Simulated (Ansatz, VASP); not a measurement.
**HgTe: VASP beside Ansatz**

Contents of INCAR:

```
PREC = Accurate
ENCUT = 520
EDIFF = 1E-6
ISMEAR = -1
SIGMA = 0.05
LREAL = False
LASPH = True
NELM = 60
ALGO = Normal
ISIF = 2
LWAVE = False
LCHARG = True
GGA = CA
LELF = True
LVHAR = True
NBANDS = 26
```

File KPOINTS:

```
Automatic mesh
0
Gamma
  6 6 5
```

POSCAR

```
HgTe
1.0
    3.0512097241     -3.5349252628      0.0000000000
    3.0512097241      3.5349252628      0.0000000000
    0.0000000000      0.0000000000      5.9118752236
Hg Te
2 2
Direct
    0.6569500000      0.3430500000      0.2500000000
    0.3430500000      0.6569500000      0.7500000000
    0.2151910000      0.7848090000      0.2500000000
    0.7848090000      0.2151910000      0.7500000000
```

The input input.yaml:

```yaml
crystal:
  lattice:
    - [3.0512097241, -3.5349252628, 0.0]
    - [3.0512097241, 3.5349252628, 0.0]
    - [0.0, 0.0, 5.9118752236]
  atoms:
    - { symbol: Hg, position: [0.65695, 0.34305, 0.25] }
    - { symbol: Hg, position: [0.34305, 0.65695, 0.75] }
    - { symbol: Te, position: [0.215191, 0.784809, 0.25] }
    - { symbol: Te, position: [0.784809, 0.215191, 0.75] }
kpoints:
  mp_grid: { grid: [6, 6, 5] }
scf:
  occupations: { method: fermi_dirac, width: 0.05 }
hamiltonian:
  xc: lda
  pseudopotentials: { kind: all_electron, lapw: { basis_error: 0.002 } }
output:
  forces: true
  stress: true
  eigenvalues: true
```

Change from the starting cell: volume scaled by 1.06.

Alike in both runs: task single point; functional LDA; k mesh 6 × 6 × 5; occupations fermi-dirac, width 0.05 eV; no spin polarisation.

```csv
,VASP,Ansatz
version,VASP 6.6.1,Ansatz 0.2.0
potentials or method,"VASP PAW LDA potentials, release 64 (Hg, Te), cutoff 520 eV","all-electron LAPW, scalar-relativistic"
```

```tsv
	VASP	Ansatz	Ansatz less VASP
gap on the k mesh at the Fermi level (eV)	none	none	-
pressure (GPa)	-6.4	-6.6	-0.16
traceless stress, the component that is largest in VASP (GPa)	1.04	1.10	+0.064
rms of the force components (eV/Å)	0.159	0.164	+0.0053
```

LDA's correlation is that of Perdew and Zunger in VASP and of Perdew and Wang (1992) in Ansatz. Atom by atom the forces differ by 0.006 eV/Å (rms over components). A gap of «none» marks a metal or a gap that the smearing closes. Ansatz ran all-electron here, and VASP with PAW potentials.

Spin-orbit coupling is off throughout.
